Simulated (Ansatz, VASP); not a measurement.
# Two plane-wave programs on Si5As3

```
Si As
1.0
     3.75540   -0.00073   -0.00961
    -1.87811    3.25196    0.02481
    -0.08545    0.19563   32.03528
Si As
10 6
Direct
  0.99305 0.98598 0.03759
  0.99597 0.99723 0.96468
  0.00660 0.02337 0.30618
  0.33933 0.68669 0.33210
  0.33746 0.67753 0.40547
  0.00880 0.03344 0.23281
  0.99716 0.98223 0.69308
  0.66425 0.31853 0.66712
  0.66614 0.32783 0.59375
  0.99496 0.97264 0.76645
  0.66333 0.33479 0.93125
  0.32566 0.64846 0.07101
  0.67603 0.37069 0.19920
  0.67032 0.34032 0.43910
  0.32764 0.63509 0.80007
  0.33327 0.66518 0.56012
```

Change from the starting cell: cell x1, atoms moved at random (sigma 0.15 Å) and cell strained at random (1.5 %), then relaxed without symmetry.

Alike in both runs: functional PBE; k mesh 6 × 6 × 1; occupations gaussian, width 0.1 eV; no spin polarisation.

Ansatz relaxed the structure, and its values are those at the end. VASP's run is a single point on that final structure, the one shown.

|  | VASP | Ansatz |
| --- | --- | --- |
| version | VASP 6.6.1 | Ansatz 0.2.0 |
| potentials or method | VASP PAW PBE potentials, release 64 (Si, As), cutoff 520 eV | scalar-relativistic, plane waves, PAW |
| valence electrons in the cell | 70 | 130 |

|  | VASP | Ansatz | Ansatz less VASP |
| --- | --- | --- | --- |
| gap on the k mesh at the Fermi level (eV) | 1.11 | 1.12 | +0.009 |
| least direct gap on the mesh (eV) | 1.51 | 1.53 | +0.013 |
| pressure (GPa) | 0.1 | 0.0 | -0.09 |
| rms of the force components (eV/Å) | 0.019 | 0.005 | -0.0139 |

With one functional, cell and mesh, what is left measures potentials, basis and numerics. VASP's potentials hold 70 valence electrons a cell and Ansatz's 130, so a difference there can come from the potentials and not from the codes.
